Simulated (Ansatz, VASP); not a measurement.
Two plane-wave programs on Au

```
CELL_PARAMETERS angstrom
2.91696 0.00000 0.00000
-1.45848 2.52616 0.00000
0.00000 0.00000 4.89003
ATOMIC_POSITIONS crystal
Au 0.33333 0.66667 0.75000
Au 0.66667 0.33333 0.25000
```

Alike in both runs: functional PBE; k mesh 18 × 18 × 10; occupations gaussian, width 0.1 eV; no spin polarisation.

Ansatz relaxed the structure, and its values are those at the end. VASP's run is a single point on that final structure, the one shown.

|  | VASP | Ansatz |
| --- | --- | --- |
| version | VASP 6.6.1 | Ansatz 0.2.0 |
| potentials or method | VASP PAW PBE potentials, release 64 (Au), cutoff 520 eV | scalar-relativistic, plane waves, PAW |
| valence electrons in the cell | 22 | 38 |

|  | VASP | Ansatz | Ansatz less VASP |
| --- | --- | --- | --- |
| gap on the k mesh at the Fermi level (eV) | none | none | - |
| pressure (GPa) | -0.2 | 0.0 | +0.15 |

A gap of «none» marks a metal or a gap that the smearing closes. With one functional, cell and mesh, what is left measures potentials, basis and numerics. VASP's potentials hold 22 valence electrons a cell and Ansatz's 38, so a difference there can come from the potentials and not from the codes.

Neither program's run includes spin-orbit coupling.
